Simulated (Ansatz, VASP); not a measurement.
**Au in VASP and in Ansatz**

```
Au
1.0
    -1.65080    1.65080    1.65080
     1.65080   -1.65080    1.65080
     1.65080    1.65080   -1.65080
Au
1
Direct
  0.00000 0.00000 0.00000
```

Alike in both runs: functional PBE; k mesh 18 × 18 × 18; occupations fermi-dirac, width 0.05 eV; no spin polarisation.

Ansatz relaxed the structure, and its values are those at the end. VASP's run is a single point on that final structure, the one shown.

|  | VASP | Ansatz |
| --- | --- | --- |
| version | VASP 6.6.1 | Ansatz 0.2.0 |
| potentials or method | VASP PAW PBE potentials, release 64 (Au) | PAW with Ansatz's default frozen-core files, scalar-relativistic |
| plane-wave cutoff (eV) | 520 | 420 |
| valence electrons in the cell | 11 | 19 |

VASP gave:

* pressure (GPa): -0.2

**Question.** Which values does Ansatz return?

**Answer.** Pressure (GPa): 0.0.

VASP's potentials hold 11 valence electrons a cell and Ansatz's 19, so a difference there can come from the potentials and not from the codes.

Neither program's run includes spin-orbit coupling.
